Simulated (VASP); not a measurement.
The system is Sn.

```
Sn
1.0
     0.00000    3.24560    3.24560
     3.24560    0.00000    3.24560
     3.24560    3.24560    0.00000
Sn
2
Direct
  0.50000 0.50000 0.50000
  0.75000 0.75000 0.75000
```

Base run:

- Program: VASP 6.6.1
- Functional: PBE
- Potentials or basis: VASP PAW PBE potentials, release 64 (Sn_d)
- Cutoff: 520 eV
- k mesh: 11 × 11 × 11
- Occupations: fermi-dirac, width 0.05 eV
- Spin: no spin polarisation

Its results: band gap on the k mesh zero (band 14 reaches 5.72 eV, above the bottom of band 15 at 5.64 eV); pressure 3.2 GPa.

Problem. The run is repeated on the same cell with these changes: functional from PBE to PBEsol. What comes out?

Solution. Band gap on the k mesh zero (band 14 reaches 5.57 eV, above the bottom of band 15 at 5.43 eV); pressure 0.9 GPa.

PBEsol binds more tightly than PBE, so the same cell stands under less pressure.

Caveats: spin-orbit coupling is left out, which moves the levels of the heavy elements; the PAW data sets were made with another functional, which shifts forces and pressure a little (some runs).
